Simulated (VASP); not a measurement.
The system is HfO2.

```
CELL_PARAMETERS angstrom
3.75401 0.00000 0.00000
0.00000 3.75401 0.00000
0.00000 0.00000 5.41691
ATOMIC_POSITIONS crystal
O 0.00000 0.50000 0.20100
O 0.00000 0.50000 0.70100
O 0.50000 0.00000 0.29900
O 0.50000 0.00000 0.79900
Hf 0.00000 0.00000 0.00000
Hf 0.50000 0.50000 0.50000
```

| Item | Value |
| --- | --- |
| Program | VASP 6.6.1 |
| Task | relaxation of cell and atoms |
| Functional | RPBE |
| Potentials or basis | VASP PAW PBE potentials, release 64 (O, Hf_pv) |
| Cutoff | 600 eV |
| k mesh | 5 × 5 × 4, shifted |
| Occupations | fermi-dirac, width 0.1 eV |
| Spin | no spin polarisation |

At the start: pressure -20.7 GPa; volume 12.72 Å³/atom.

Problem. Where does the relaxation end?

Solution. Over 12 steps the energy falls by 102.0 meV/atom and the volume is 11.52 Å³/atom (-9.5 %); space group P4_2/nmc (No. 137, to 0.1 Å) before and after.

The path:
| step | energy change (eV) | largest force (eV/Å) | pressure (GPa) | volume (Å³) |
| --- | --- | --- | --- | --- |
| 1 | 0.0000 | 0.6156 | -20.68 | 76.34 |
| 2 | 0.4923 | 0.7993 | 43.96 | 59.59 |
| 3 | -0.5960 | 0.1677 | -0.71 | 68.53 |
| 4 | -0.5967 | 0.1515 | -0.03 | 68.32 |
| 5 | -0.5966 | 0.1395 | 0.53 | 68.16 |
| 6 | -0.6002 | 0.1144 | 0.61 | 68.24 |
| 7 | -0.6070 | 0.0336 | 0.78 | 68.48 |
| 8 | -0.6011 | 0.1541 | 1.31 | 68.96 |
| 9 | -0.6081 | 0.0146 | 0.90 | 68.61 |
| 10 | -0.6108 | 0.0062 | -0.06 | 68.99 |
| 11 | -0.6111 | 0.0167 | -0.53 | 69.19 |
| 12 | -0.6118 | 0.0097 | -0.08 | 69.11 |

Final structure:
```
CELL_PARAMETERS angstrom
3.61201 0.00000 0.00000
0.00000 3.61201 0.00000
0.00000 0.00000 5.29696
ATOMIC_POSITIONS crystal
O 0.00000 0.50000 0.19010
O 0.00000 0.50000 0.69010
O 0.50000 0.00000 0.30990
O 0.50000 0.00000 0.80990
Hf 0.00000 0.00000 0.00000
Hf 0.50000 0.50000 0.50000
```

Caveat: the PAW data sets were made with another functional, which shifts forces and pressure a little.
